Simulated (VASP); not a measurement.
# V in VASP: notebook

V is run at these levels: PBEsol; tasks: single point.

Program: VASP 6.6.1. These are calculated values, not measurements. Logs are shortened: lines on timing, memory, paths and dates and some standing lists are left out, and cuts for length are marked.

## 1. The cell of the first run

Symmetry: Im-3m, No. 229, cubic system. The conventional cell has a = 3.066 Å, b = 3.066 Å, c = 3.066 Å, α = 90.00°, β = 90.00°, γ = 90.00°. V (site symmetry m-3m) has 14 V at 2.66 to 3.07 Å within 3.5 Å.

## 2. Single point, PBEsol, collinear spin, ferromagnetic start (14.41 Å³/atom)

Contents of INCAR:

```
PREC = Accurate
ENCUT = 520
EDIFF = 1E-6
ISMEAR = -1
SIGMA = 0.03
LREAL = False
LASPH = True
NELM = 150
ALGO = Normal
ISIF = 2
LWAVE = False
LCHARG = False
ISPIN = 2
MAGMOM = 1.5
LORBIT = 11
LMAXMIX = 4
GGA = PS
NBANDS = 16
```

Contents of KPOINTS:

```
regular mesh
0
Gamma
  19 19 19
```

Contents of POSCAR:

```
V
1.0
   -1.5329101780      1.5329101780      1.5329101780
    1.5329101780     -1.5329101780      1.5329101780
    1.5329101780      1.5329101780     -1.5329101780
V
1
Direct
    0.0000000000      0.0000000000      0.0000000000
```

Potentials or basis: VASP PAW PBE potentials, release 64 (V_sv).

Started as:

```
cat potpaw_PBE.64/V_sv/POTCAR > POTCAR
mpirun -np 1 vasp_std > vasp.out
```

OUTCAR:

```text
PREC = Accurate
   ENCUT = 520
   EDIFF = 1E-6
   ISMEAR = -1
   LREAL = False
   LASPH = True
   NELM = 150
   ISIF = 2
   ISPIN = 2
   LORBIT = 11
   GGA = PS

 ion  position               nearest neighbor table
   1  0.000  0.000  0.000-

  LATTYP: Found a body centered cubic cell.
 ALAT       =     3.0658203560

  Lattice vectors:

 A1 = (  -1.5329101780,   1.5329101780,   1.5329101780)
 A2 = (   1.5329101780,  -1.5329101780,   1.5329101780)
 A3 = (   1.5329101780,   1.5329101780,  -1.5329101780)

Analysis of symmetry for initial positions (statically):
=====================================================================
 Subroutine PRICEL returns:
 Original cell was already a primitive cell.

 Routine SETGRP: Setting up the symmetry group for a
 body centered cubic supercell.

 Subroutine GETGRP returns: Found 48 space group operations
 (whereof 48 operations were pure point group operations)
 out of a pool of 48 trial point group operations.

The static configuration has the point symmetry O_h .

Analysis of symmetry for dynamics (positions and initial velocities):
=====================================================================
 Subroutine PRICEL returns:
 Original cell was already a primitive cell.

 Routine SETGRP: Setting up the symmetry group for a
 body centered cubic supercell.

 Subroutine GETGRP returns: Found 48 space group operations
 (whereof 48 operations were pure point group operations)
 out of a pool of 48 trial point group operations.

The dynamic configuration has the point symmetry O_h .

Analysis of structural, dynamic, and magnetic symmetry:
=====================================================================
 Subroutine PRICEL returns:
 Original cell was already a primitive cell.

 Routine SETGRP: Setting up the symmetry group for a
 body centered cubic supercell.

 Subroutine GETGRP returns: Found 48 space group operations
 (whereof 48 operations were pure point group operations)
 out of a pool of 48 trial point group operations.

The overall configuration has the point symmetry O_h .

 Subroutine INISYM returns: Found 48 space group operations
 (whereof 48 operations are pure point group operations),
 and found     1 'primitive' translations

----------------------------------------------------------------------------------------

                                     Primitive cell

  volume of cell :      14.4082

  direct lattice vectors                    reciprocal lattice vectors
    -1.532910178  1.532910178  1.532910178     0.000000000  0.326176972  0.326176972
     1.532910178 -1.532910178  1.532910178     0.326176972  0.000000000  0.326176972
     1.532910178  1.532910178 -1.532910178     0.326176972  0.326176972  0.000000000

  length of vectors
     2.655078312  2.655078312  2.655078312     0.461283897  0.461283897  0.461283897

  position of ions in fractional coordinates (direct lattice)
     0.000000000  0.000000000  0.000000000

  ion indices of the primitive-cell ions
   primitive index   ion index
                 1           1

----------------------------------------------------------------------------------------

 KPOINTS: regular mesh

Automatic generation of k-mesh.
 Grid dimensions read from file:
 generate k-points for:   19   19   19

 Generating k-lattice:

  Cartesian coordinates                     Fractional coordinates (reciprocal lattice)
     0.000000000  0.017167209  0.017167209     0.052631579  0.000000000  0.000000000
     0.017167209  0.000000000  0.017167209     0.000000000  0.052631579  0.000000000
     0.017167209  0.017167209  0.000000000     0.000000000  0.000000000  0.052631579

  Length of vectors
     0.024278100  0.024278100  0.024278100

  Shift w.r.t. Gamma in fractional coordinates (k-lattice)
     0.000000000  0.000000000  0.000000000

 Subroutine IBZKPT returns following result:
 ===========================================

 Found    220 irreducible k-points:

 Following reciprocal coordinates:
            Coordinates               Weight
  0.000000  0.000000  0.000000      1.000000
  0.052632  0.000000  0.000000     12.000000
  0.105263  0.000000  0.000000     12.000000
  0.157895  0.000000  0.000000     12.000000
  0.210526  0.000000  0.000000     12.000000
  0.263158  0.000000  0.000000     12.000000
[... 16 lines left out ...]
  0.263158  0.105263  0.000000     48.000000
  0.315789  0.105263  0.000000     48.000000
 [... further k-points ...]
   k-points           NKPTS =    220   k-points in BZ     NKDIM =    220   number of bands    NBANDS=     16
   number of dos      NEDOS =    301   number of ions     NIONS =      1
   total plane-waves  NPLWV =   8000
   dimension x,y,z NGX =    20 NGY =   20 NGZ =   20
   dimension x,y,z NGXF=    40 NGYF=   40 NGZF=   40
   ions per type =               1
   NGX,Y,Z   is equivalent  to a cutoff of  12.52, 12.52, 12.52 a.u.
   NGXF,Y,Z  is equivalent  to a cutoff of  25.05, 25.05, 25.05 a.u.
 SYSTEM =  unknown system
   PREC   = accura    normal or accurate (medium, high low for compatibility)
   ISTART =      0    job   : 0-new  1-cont  2-samecut
   ICHARG =      2    charge: 1-file 2-atom 10-const
   ISPIN  =      2    spin polarized calculation?
   LNONCOLLINEAR =      F non collinear calculations
   LSORBIT =      F    spin-orbit coupling
   LASPH  =      T    aspherical Exc in radial PAW
   ENCUT  =  520.0 eV  38.22 Ry    6.18 a.u.   4.94  4.94  4.94*2*pi/ulx,y,z
   NELM   =    150;   NELMIN=  2; NELMDL= -5     # of ELM steps
   EDIFF  = 0.1E-05   stopping-criterion for ELM
   LREAL  =      F    real-space projection
   EDIFFG = 0.1E-04   stopping-criterion for IOM
   NSW    =      0    number of steps for IOM
   IBRION =     -1    ionic relax: 0-MD 1-quasi-New 2-CG
   NFREE  =      0    steps in history (QN), initial steepest desc. (CG)
   ISIF   =      2    stress and relaxation
   ISYM   =      2    0-nonsym 1-usesym 2-fastsym
   POTIM  = 0.5000    time-step for ionic-motion
   TEBEG  =    0.0;   TEEND  =   0.0 temperature during run
   PSTRESS=    0.0 pullay stress
   NELECT =      13.0000    total number of electrons
   NUPDOWN=      -1.0000    fix difference up-down
   EMIN   =  10.00;   EMAX   =-10.00  energy-range for DOS
   EFERMI =   0.00;   METHOD = LEGACY
   ISMEAR =    -1;   SIGMA  =   0.03  broadening in eV -4-tet -1-fermi 0-gaus
   EFERMI_NEDOS =   21; number of points for ismear=-14 and -15
   IALGO  =     38    algorithm
   IMIX   =      4    mixing-type and parameters
     AMIX     =   0.40;   BMIX     =  1.00
     AMIX_MAG =   1.60;   BMIX_MAG =  1.00
  volume/ion in A,a.u.               =      14.41        97.23
  Fermi-wavevector in a.u.,A,eV,Ry     =   1.581925  2.989405 34.048402  2.502487
  Thomas-Fermi vector in A             =   2.681926
   LORBIT       =     11    0 simple, 1 ext, 2 COOP (PROOUT), +10 PAW based schemes
   GGA     = PS    functional components
   LHFCALC =     F    Hartree Fock is set to
   AEXX    =    0.0000 exact exchange contribution
   IVDW    =     0    specifies the selected vdW correction
   LEPSILON=     F    determine dielectric tensor
   LRPA    =     F    only Hartree local field effects (RPA)
 spin polarized calculation
  energy-cutoff  :      520.00
  volume of cell :       14.41
 maximum number of plane-waves:       402
   NGX =  9   NGY =  9   NGZ =  9

 number of electron      13.0000007 magnetization       0.0008587

 Free energy of the ion-electron system (eV)
  ---------------------------------------------------
  ext. energy  EPLUGINS =         0.00000000
  ---------------------------------------------------
  free energy    TOTEN  =        -9.55390221 eV

  energy without entropy =       -9.54810757  energy(sigma->0) =       -9.55100489

 E-fermi :   8.7427     XC(G=0): -12.6922

 val. band max:        8.7343945183   @ k =   0.1053   0.0526   0.0526
 cond. band min:       8.7458669811   @ k =  -0.2632   0.3684   0.1053
 fundamental gap:      0.0114724627
 Fermi energy:         8.7426666926

 spin component 1

 k-point     1 :       0.0000    0.0000    0.0000
  band No.  band energies     occupation
      1     -54.8120      1.00000
      2     -28.3116      1.00000
      3     -28.3116      1.00000
      4     -28.3116      1.00000
      5       2.3084      1.00000
      6       9.1445      0.00000
[... 8 lines left out ...]
     15      35.2078      0.00000
     16      38.8967      0.00000

 k-point     2 :       0.0526    0.0000    0.0000
  band No.  band energies     occupation
      1     -54.8079      1.00000
      2     -28.3322      1.00000
      3     -28.3180      1.00000
      4     -28.3117      1.00000
      5       2.4142      1.00000
      6       9.1010      0.00001
[... 8 lines left out ...]
     15      35.4015      0.00000
     16      37.4733      0.00000
[... 387 lines left out ...]
      5       5.4204      1.00000
      6       8.1131      1.00000
[... 8 lines left out ...]
     15      35.0871      0.00000
     16      35.9780      0.00000

 k-point    24 :       0.3158    0.1053    0.0000
  band No.  band energies     occupation
      1     -54.6779      1.00000
      2     -28.9214      1.00000
      3     -28.5240      1.00000
      4     -28.3431      1.00000
      5       5.8276      1.00000
      6       7.9490      1.00000
[... 8 lines left out ...]
     15      35.2354      0.00000
     16      36.2845      0.00000

 [... further k-points ...]

 spin component 2

 k-point     1 :       0.0000    0.0000    0.0000
  band No.  band energies     occupation
      1     -54.8113      1.00000
      2     -28.3109      1.00000
      3     -28.3109      1.00000
      4     -28.3109      1.00000
      5       2.3089      1.00000
      6       9.1453      0.00000
[... 8 lines left out ...]
     15      35.2081      0.00000
     16      38.8975      0.00000

 k-point     2 :       0.0526    0.0000    0.0000
  band No.  band energies     occupation
      1     -54.8072      1.00000
      2     -28.3316      1.00000
      3     -28.3173      1.00000
      4     -28.3110      1.00000
      5       2.4147      1.00000
      6       9.1018      0.00001
[... 8 lines left out ...]
     15      35.4018      0.00000
     16      37.4741      0.00000
[... 387 lines left out ...]
      5       5.4209      1.00000
      6       8.1139      1.00000
[... 8 lines left out ...]
     15      35.0876      0.00000
     16      35.9786      0.00000

 k-point    24 :       0.3158    0.1053    0.0000
  band No.  band energies     occupation
      1     -54.6772      1.00000
      2     -28.9207      1.00000
      3     -28.5233      1.00000
      4     -28.3425      1.00000
      5       5.8282      1.00000
      6       7.9498      1.00000
[... 8 lines left out ...]
     15      35.2360      0.00000
     16      36.2851      0.00000

 [... further k-points ...]

------------------------ aborting loop because EDIFF is reached ----------------------------------------

  FORCE on cell =-STRESS in cart. coord.  units (eV):
  Direction    XX          YY          ZZ          XY          YZ          ZX
  --------------------------------------------------------------------------------------
  -------------------------------------------------------------------------------------
  Total       -1.5347906     -1.5347906     -1.5347906      0.0000000      0.0000000      0.0000000
  in kB     -170.6670154   -170.6670154   -170.6670154      0.0000000      0.0000000      0.0000000
  external PRESSURE =    -170.6670154 kB  Pullay stress =       0.0000000 kB

 VOLUME and BASIS-vectors are now :
 -----------------------------------------------------------------------------
  energy-cutoff  :      520.00
  volume of cell :       14.41
      direct lattice vectors                 reciprocal lattice vectors
    -1.532910178  1.532910178  1.532910178     0.000000000  0.326176972  0.326176972
     1.532910178 -1.532910178  1.532910178     0.326176972  0.000000000  0.326176972
     1.532910178  1.532910178 -1.532910178     0.326176972  0.326176972  0.000000000

 POSITION                                       TOTAL-FORCE (eV/Angst)
 -----------------------------------------------------------------------------------
      0.00000      0.00000      0.00000         0.000000     -0.000000     -0.000000
 -----------------------------------------------------------------------------------
    total drift:                                0.000000     -0.000000      0.000000

  FREE ENERGIE OF THE ION-ELECTRON SYSTEM (eV)
  ---------------------------------------------------
  free  energy   TOTEN  =        -9.5539022139 eV

  energy  without entropy=       -9.5481075731  energy(sigma->0) =       -9.55100489

 total charge

# of ion       s       p       d       tot
------------------------------------------
    1        2.324   6.202   3.021  11.547

 magnetization (x)

# of ion       s       p       d       tot
------------------------------------------
    1        0.000   0.000   0.001   0.001
```

It took 2.1 min on 1 thread of Intel Xeon 8259CL, shared host; peak memory 0.19 GiB.

Results:

* Free energy: -9.5539 eV
* Pressure: -17.1 GPa
* Net moment: 0.00 μB per cell
* Valence electrons inside the program's atomic spheres: V 11.55

Caveat: the cell stands under tension; the moments typed at the start vanished in this run; the PAW data sets were made with another functional, which shifts forces and pressure a little.

## 3. Single point, PBEsol, collinear spin, ferromagnetic start (equal xy, yz and zx shear strains of -3 %)

Contents of INCAR:

```
PREC     = Accurate       # precision mode
ENCUT    = 520            # plane-wave cutoff, eV
EDIFF    = 1E-7           # SCF threshold, eV
ISMEAR   = -1             # smearing method
SIGMA    = 0.03           # smearing width, eV
LREAL    = False          # projectors in reciprocal space
LASPH    = True           # aspherical terms in the spheres
NELM     = 150            # most SCF steps
ALGO     = Normal         # electronic algorithm
ISIF     = 2              # what is computed and relaxed
LWAVE    = False          # write WAVECAR
LCHARG   = False          # write CHGCAR
ISPIN    = 2              # spin polarisation
MAGMOM   = 1.5            # initial moments
LORBIT   = 11             # projections on sites
LMAXMIX  = 4              # l up to which the mixer works
GGA      = PS             # functional
NBANDS   = 16             # bands
```

KPOINTS is that of step 2.

Contents of POSCAR:

```
V
1.0
   -1.5583900000      1.5130000000      1.5130000000
    1.5130000000     -1.5583900000      1.5130000000
    1.5130000000      1.5130000000     -1.5583900000
V
1
Direct
    0.0000000000      0.0000000000      0.0000000000
```

Potentials or basis: VASP PAW PBE potentials, release 64 (V_sv).

Started as:

```
cat potpaw_PBE.64/V_sv/POTCAR > POTCAR
mpirun -np 1 vasp_std > vasp.out
```

OUTCAR:

```text
PREC = Accurate
   ENCUT = 520
   EDIFF = 1E-7
   ISMEAR = -1
   LREAL = False
   LASPH = True
   NELM = 150
   ISIF = 2
   ISPIN = 2
   LORBIT = 11
   GGA = PS

 ion  position               nearest neighbor table
   1  0.000  0.000  0.000-

  LATTYP: Found a trigonal (rhomboedric) cell.
 ALAT       =     2.6470582525
 COS(alpha) =    -0.3463033748

  Lattice vectors:

 A1 = (  -1.5583900000,   1.5130000000,   1.5130000000)
 A2 = (   1.5130000000,  -1.5583900000,   1.5130000000)
 A3 = (   1.5130000000,   1.5130000000,  -1.5583900000)

Analysis of symmetry for initial positions (statically):
=====================================================================
 Subroutine PRICEL returns:
 Original cell was already a primitive cell.

 Routine SETGRP: Setting up the symmetry group for a
 trigonal (rhombohedral) supercell.

 Subroutine GETGRP returns: Found 12 space group operations
 (whereof 12 operations were pure point group operations)
 out of a pool of 12 trial point group operations.

[... 628 lines left out ...]
      6       8.9716      0.99978
[... 8 lines left out ...]
     15      35.1642      0.00000
     16      36.3938      0.00000

 [... further k-points ...]

 spin component 2

 k-point     1 :       0.0000    0.0000    0.0000
  band No.  band energies     occupation
      1     -54.2821      1.00000
      2     -27.7645      1.00000
      3     -27.7645      1.00000
      4     -27.6364      1.00000
      5       2.6914      1.00000
      6       9.3179      0.04201
[... 435 lines left out ...]
      5       4.7279      1.00000
      6       8.9716      0.99978
[... 8 lines left out ...]
     15      35.1642      0.00000
     16      36.3938      0.00000

 [... further k-points ...]

------------------------ aborting loop because EDIFF is reached ----------------------------------------

  FORCE on cell =-STRESS in cart. coord.  units (eV):
  Direction    XX          YY          ZZ          XY          YZ          ZX
  --------------------------------------------------------------------------------------
  -------------------------------------------------------------------------------------
  Total       -0.9892672     -0.9892672     -0.9892672      0.0137066      0.0137066      0.0137066
  in kB     -114.4836840   -114.4836840   -114.4836840      1.5862081      1.5862081      1.5862081
  external PRESSURE =    -114.4836840 kB  Pullay stress =       0.0000000 kB

 VOLUME and BASIS-vectors are now :
 -----------------------------------------------------------------------------
  energy-cutoff  :      520.00
  volume of cell :       13.84
      direct lattice vectors                 reciprocal lattice vectors
    -1.558390000  1.513000000  1.513000000     0.010069654  0.335655138  0.335655138
     1.513000000 -1.558390000  1.513000000     0.335655138  0.010069654  0.335655138
     1.513000000  1.513000000 -1.558390000     0.335655138  0.335655138  0.010069654

 POSITION                                       TOTAL-FORCE (eV/Angst)
 -----------------------------------------------------------------------------------
      0.00000      0.00000      0.00000         0.000000     -0.000000     -0.000000
 -----------------------------------------------------------------------------------
    total drift:                                0.000000     -0.000000     -0.000000

  FREE ENERGIE OF THE ION-ELECTRON SYSTEM (eV)
  ---------------------------------------------------
  free  energy   TOTEN  =        -9.6029126101 eV

  energy  without entropy=       -9.5973470356  energy(sigma->0) =       -9.60012982

 total charge

# of ion       s       p       d       tot
------------------------------------------
    1        2.335   6.214   3.066  11.615

 magnetization (x)

# of ion       s       p       d       tot
------------------------------------------
    1       -0.000  -0.000  -0.000  -0.000
```

It took 2.5 min on 1 thread of AMD EPYC 9R45 (Zen 5), shared host; peak memory 0.27 GiB.

What came out:

```yaml
Free_energy: -9.6029 eV
Pressure: -11.4 GPa
Net_moment: 0.00 μB per cell
Valence_electrons_inside_the_program's_atomic_spheres: V 11.62
```

Caveat: the cell differs from its parent crystal (equal xy, yz and zx shear strains of -3 %); the cell stands under tension; the moments typed at the start vanished in this run; the PAW data sets were made with another functional, which shifts forces and pressure a little.

(Part 1 of 2 ends here.)
